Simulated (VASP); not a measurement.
# MgO (P6_3/mmc) in VASP: notebook

The runs below take MgO through single point, with PBEsol.

Everything below comes from runs of VASP 6.6.1. Logs are shortened: lines on timing, memory, paths and dates and some standing lists are left out, and cuts for length are marked.

## (1) The cell of the first run

It takes space group P6_3/mmc (No. 194, hexagonal). Conventional cell: a = 3.320 Å, b = 3.320 Å, c = 4.265 Å, α = 90.00°, β = 90.00°, γ = 120.00°. Mg (site symmetry -6m2) has 5 O at 1.92 to 2.13 Å within 2.5 Å. O (site symmetry -6m2) has 5 Mg at 1.92 to 2.13 Å within 2.5 Å.

## (2) Single point, PBEsol

Input file INCAR:

```
PREC     = Accurate       # precision mode
ENCUT    = 520            # plane-wave cutoff, eV
EDIFF    = 1E-6           # SCF threshold, eV
ISMEAR   = 0              # smearing method
SIGMA    = 0.05           # smearing width, eV
LREAL    = False          # projectors in reciprocal space
LASPH    = True           # aspherical terms in the spheres
NELM     = 100            # most SCF steps
ALGO     = Normal         # electronic algorithm
ISIF     = 2              # what is computed and relaxed
LWAVE    = False          # write WAVECAR
LCHARG   = False          # write CHGCAR
GGA      = PS             # functional
NBANDS   = 16             # bands
```

Input file KPOINTS:

```
regular mesh
0
Gamma
  9 9 6
```

Input file POSCAR:

```
MgO
1.0
    3.3200000000      0.0000000000      0.0000000000
   -1.6600000000      2.8752043406      0.0000000000
    0.0000000000      0.0000000000      4.2646000000
Mg O
2 2
Direct
    0.6666666667      0.3333333333      0.7500000000
    0.3333333333      0.6666666667      0.2500000000
    0.6666666667      0.3333333333      0.2500000000
    0.3333333333      0.6666666667      0.7500000000
```

Potentials or basis: VASP PAW PBE potentials, release 64 (Mg, O).

Launch:

```sh
> cat potpaw_PBE.64/Mg/POTCAR potpaw_PBE.64/O/POTCAR > POTCAR
> mpirun -np 1 vasp_std > vasp.out
```

OUTCAR:

```text
PREC = Accurate
   ENCUT = 520
   EDIFF = 1E-6
   ISMEAR = 0
   LREAL = False
   LASPH = True
   NELM = 100
   ISIF = 2
   GGA = PS

 ion  position               nearest neighbor table
   1  0.667  0.333  0.750-   4 1.92   4 1.92   4 1.92   3 2.13   3 2.13   2 2.87   2 2.87   2 2.87
                             2 2.87   2 2.87   2 2.87
   2  0.333  0.667  0.250-   3 1.92   3 1.92   3 1.92   4 2.13   4 2.13   1 2.87   1 2.87   1 2.87
                             1 2.87   1 2.87   1 2.87
   3  0.667  0.333  0.250-   2 1.92   2 1.92   2 1.92   1 2.13   1 2.13
   4  0.333  0.667  0.750-   1 1.92   1 1.92   1 1.92   2 2.13   2 2.13

  LATTYP: Found a hexagonal cell.
 ALAT       =     3.3200000000
 C/A-ratio  =     1.2845180723

  Lattice vectors:

 A1 = (   3.3200000000,   0.0000000000,   0.0000000000)
 A2 = (  -1.6600000000,   2.8752043406,   0.0000000000)
 A3 = (   0.0000000000,   0.0000000000,   4.2646000000)

Analysis of symmetry for initial positions (statically):
=====================================================================
 Subroutine PRICEL returns:
 Original cell was already a primitive cell.

 Routine SETGRP: Setting up the symmetry group for a
 hexagonal supercell.

 Subroutine GETGRP returns: Found 24 space group operations
 (whereof 12 operations were pure point group operations)
 out of a pool of 24 trial point group operations.

The static configuration has the point symmetry D_3d.
 The point group associated with its full space group is D_6h.

Analysis of symmetry for dynamics (positions and initial velocities):
=====================================================================
 Subroutine PRICEL returns:
 Original cell was already a primitive cell.

 Routine SETGRP: Setting up the symmetry group for a
 hexagonal supercell.

 Subroutine GETGRP returns: Found 24 space group operations
 (whereof 12 operations were pure point group operations)
 out of a pool of 24 trial point group operations.

The dynamic configuration has the point symmetry D_3d.
 The point group associated with its full space group is D_6h.

 Subroutine INISYM returns: Found 24 space group operations
 (whereof 12 operations are pure point group operations),
 and found     1 'primitive' translations

----------------------------------------------------------------------------------------

                                     Primitive cell

  volume of cell :      40.7085

  direct lattice vectors                    reciprocal lattice vectors
     3.320000000  0.000000000  0.000000000     0.301204819  0.173900683  0.000000000
    -1.660000000  2.875204341  0.000000000     0.000000000  0.347801367  0.000000000
     0.000000000  0.000000000  4.264600000     0.000000000  0.000000000  0.234488580

  length of vectors
     3.320000000  3.320000000  4.264600000     0.347801367  0.347801367  0.234488580

  position of ions in fractional coordinates (direct lattice)
     0.666666667  0.333333333  0.750000000
     0.333333333  0.666666667  0.250000000
     0.666666667  0.333333333  0.250000000
     0.333333333  0.666666667  0.750000000

  ion indices of the primitive-cell ions
   primitive index   ion index
                 1           1
                 2           2
                 3           3
                 4           4

----------------------------------------------------------------------------------------

 KPOINTS: regular mesh

Automatic generation of k-mesh.
 Grid dimensions read from file:
 generate k-points for:    9    9    6

 Generating k-lattice:

  Cartesian coordinates                     Fractional coordinates (reciprocal lattice)
     0.033467202  0.019322298  0.000000000     0.111111111  0.000000000  0.000000000
     0.000000000  0.038644596  0.000000000     0.000000000  0.111111111  0.000000000
     0.000000000  0.000000000  0.039081430     0.000000000  0.000000000  0.166666667

  Length of vectors
     0.038644596  0.038644596  0.039081430

  Shift w.r.t. Gamma in fractional coordinates (k-lattice)
     0.000000000  0.000000000  0.000000000

 Subroutine IBZKPT returns following result:
 ===========================================

 Found     48 irreducible k-points:

 Following reciprocal coordinates:
            Coordinates               Weight
  0.000000  0.000000  0.000000      1.000000
  0.111111  0.000000  0.000000      6.000000
  0.222222  0.000000  0.000000      6.000000
  0.333333  0.000000  0.000000      6.000000
  0.444444  0.000000  0.000000      6.000000
  0.111111  0.111111  0.000000      6.000000
[... 16 lines left out ...]
  0.333333  0.222222  0.166667     24.000000
  0.333333  0.333333  0.166667      4.000000
 [... further k-points ...]
   k-points           NKPTS =     48   k-points in BZ     NKDIM =     48   number of bands    NBANDS=     16
   number of dos      NEDOS =    301   number of ions     NIONS =      4
   total plane-waves  NPLWV =  25088
   dimension x,y,z NGX =    28 NGY =   28 NGZ =   32
   dimension x,y,z NGXF=    56 NGYF=   56 NGZF=   64
   ions per type =               2   2
   NGX,Y,Z   is equivalent  to a cutoff of  14.02, 14.02, 12.47 a.u.
   NGXF,Y,Z  is equivalent  to a cutoff of  28.04, 28.04, 24.95 a.u.
 SYSTEM =  unknown system
   PREC   = accura    normal or accurate (medium, high low for compatibility)
   ISTART =      0    job   : 0-new  1-cont  2-samecut
   ICHARG =      2    charge: 1-file 2-atom 10-const
   ISPIN  =      1    spin polarized calculation?
   LNONCOLLINEAR =      F non collinear calculations
   LSORBIT =      F    spin-orbit coupling
   LASPH  =      T    aspherical Exc in radial PAW
   ENCUT  =  520.0 eV  38.22 Ry    6.18 a.u.   6.17  6.17  7.93*2*pi/ulx,y,z
   NELM   =    100;   NELMIN=  2; NELMDL= -5     # of ELM steps
   EDIFF  = 0.1E-05   stopping-criterion for ELM
   LREAL  =      F    real-space projection
   EDIFFG = 0.1E-04   stopping-criterion for IOM
   NSW    =      0    number of steps for IOM
   IBRION =     -1    ionic relax: 0-MD 1-quasi-New 2-CG
   NFREE  =      0    steps in history (QN), initial steepest desc. (CG)
   ISIF   =      2    stress and relaxation
   ISYM   =      2    0-nonsym 1-usesym 2-fastsym
   POTIM  = 0.5000    time-step for ionic-motion
   TEBEG  =    0.0;   TEEND  =   0.0 temperature during run
   PSTRESS=    0.0 pullay stress
   NELECT =      16.0000    total number of electrons
   NUPDOWN=      -1.0000    fix difference up-down
   EMIN   =  10.00;   EMAX   =-10.00  energy-range for DOS
   EFERMI =   0.00;   METHOD = LEGACY
   ISMEAR =     0;   SIGMA  =   0.05  broadening in eV -4-tet -1-fermi 0-gaus
   EFERMI_NEDOS =   21; number of points for ismear=-14 and -15
   IALGO  =     38    algorithm
   IMIX   =      4    mixing-type and parameters
     AMIX     =   0.40;   BMIX     =  1.00
     AMIX_MAG =   1.60;   BMIX_MAG =  1.00
  volume/ion in A,a.u.               =      10.18        68.68
  Fermi-wavevector in a.u.,A,eV,Ry     =   1.199186  2.266132 19.565810  1.438046
  Thomas-Fermi vector in A             =   2.335055
   LORBIT       =      0    0 simple, 1 ext, 2 COOP (PROOUT), +10 PAW based schemes
   GGA     = PS    functional components
   LHFCALC =     F    Hartree Fock is set to
   AEXX    =    0.0000 exact exchange contribution
   IVDW    =     0    specifies the selected vdW correction
   LEPSILON=     F    determine dielectric tensor
   LRPA    =     F    only Hartree local field effects (RPA)
 non-spin polarized calculation
 Gauss-broadening in eV      SIGMA  =   0.05
  energy-cutoff  :      520.00
  volume of cell :       40.71
 maximum number of plane-waves:      1120
 NGX is ok and might be reduce to    28
   NGX = 13   NGY = 13   NGZ = 15

 number of electron      15.9999994 magnetization

 Free energy of the ion-electron system (eV)
  ---------------------------------------------------
  ext. energy  EPLUGINS =         0.00000000
  ---------------------------------------------------
  free energy    TOTEN  =       -24.53056174 eV

  energy without entropy =      -24.53056174  energy(sigma->0) =      -24.53056174

 E-fermi :   2.7087     XC(G=0): -10.6817

 val. band max:        2.5026073502   @ k =   0.0000   0.0000   0.0000
 cond. band min:       6.1650929802   @ k =   0.0000   0.0000   0.0000
 fundamental gap:      3.6624856299
 Fermi energy:         2.7086567953

 k-point     1 :       0.0000    0.0000    0.0000
  band No.  band energies     occupation
      1     -14.7883      2.00000
      2     -13.2832      2.00000
      3      -1.7040      2.00000
      4       0.6390      2.00000
      5       0.6390      2.00000
      6       1.4389      2.00000
[... 8 lines left out ...]
     15      18.5995      0.00000
     16      18.9492      0.00000

 k-point     2 :       0.1111    0.0000    0.0000
  band No.  band energies     occupation
      1     -14.7127      2.00000
      2     -13.2822      2.00000
      3      -1.5904      2.00000
      4       0.3956      2.00000
      5       0.5400      2.00000
      6       1.1113      2.00000
[... 8 lines left out ...]
     15      17.9399      0.00000
     16      18.3813      0.00000

 k-point     3 :       0.2222    0.0000    0.0000
  band No.  band energies     occupation
      1     -14.5055      2.00000
      2     -13.2933      2.00000
      3      -1.2637      2.00000
      4      -0.2990      2.00000
      5       0.3369      2.00000
      6       0.6310      2.00000
[... 8 lines left out ...]
     15      17.1787      0.00000
     16      17.3178      0.00000
[... 362 lines left out ...]
 k-point    23 :       0.3333    0.2222    0.1667
  band No.  band energies     occupation
      1     -13.8099      2.00000
      2     -13.5136      2.00000
      3      -1.4286      2.00000
      4      -0.7372      2.00000
      5      -0.2845      2.00000
      6       0.6924      2.00000
[... 8 lines left out ...]
     15      16.6690      0.00000
     16      19.0612      0.00000

 k-point    24 :       0.3333    0.3333    0.1667
  band No.  band energies     occupation
      1     -13.6402      2.00000
      2     -13.6402      2.00000
      3      -1.3818      2.00000
      4      -0.5942      2.00000
      5      -0.5942      2.00000
      6       0.9106      2.00000
[... 8 lines left out ...]
     15      16.5370      0.00000
     16      20.1136      0.00000

 [... further k-points ...]

------------------------ aborting loop because EDIFF is reached ----------------------------------------

  FORCE on cell =-STRESS in cart. coord.  units (eV):
  Direction    XX          YY          ZZ          XY          YZ          ZX
  --------------------------------------------------------------------------------------
  -------------------------------------------------------------------------------------
  Total        4.9509910      4.9509910      0.8459525      0.0000000     -0.0000000     -0.0000000
  in kB      194.8577207    194.8577207     33.2944202      0.0000000     -0.0000000     -0.0000000
  external PRESSURE =     141.0032872 kB  Pullay stress =       0.0000000 kB

 VOLUME and BASIS-vectors are now :
 -----------------------------------------------------------------------------
  energy-cutoff  :      520.00
  volume of cell :       40.71
      direct lattice vectors                 reciprocal lattice vectors
     3.320000000  0.000000000  0.000000000     0.301204819  0.173900683  0.000000000
    -1.660000000  2.875204341  0.000000000     0.000000000  0.347801367  0.000000000
     0.000000000  0.000000000  4.264600000     0.000000000  0.000000000  0.234488580

 POSITION                                       TOTAL-FORCE (eV/Angst)
 -----------------------------------------------------------------------------------
      1.66000      0.95840      3.19845         0.000000     -0.000000      0.000000
     -0.00000      1.91680      1.06615        -0.000000      0.000000      0.000000
      1.66000      0.95840      1.06615         0.000000      0.000000      0.000000
     -0.00000      1.91680      3.19845        -0.000000      0.000000     -0.000000
 -----------------------------------------------------------------------------------
    total drift:                               -0.000000      0.000000     -0.000000

  FREE ENERGIE OF THE ION-ELECTRON SYSTEM (eV)
  ---------------------------------------------------
  free  energy   TOTEN  =       -24.5305617359 eV

  energy  without entropy=      -24.5305617359  energy(sigma->0) =      -24.53056174
```

Wall time 22 s (1 thread of AMD EPYC 7R43 (Zen 3), shared host); peak memory 0.15 GiB.

What came out:

- Free energy: -24.5306 eV
- Pressure: 14.1 GPa
- Band gap on the k mesh: 3.66 eV, direct

Levels at points of the mesh, in eV from the valence-band top:
```csv
k point,band 5,band 6,band 7,band 8,band 9,band 10,band 11,band 12
"(0.00, 0.00, 0.00)",-1.86,-1.06,-1.06,0.00,3.66,9.77,12.06,13.41
"(0.00, 0.00, 0.50)",-1.48,-1.48,-1.48,-1.48,6.69,6.69,13.76,13.76
```

Caveat: the PAW data sets were made with another functional, which shifts forces and pressure a little. PBEsol gaps usually lie below the measured ones, often by a third to a half.

(Continued in part 2 of 2.)
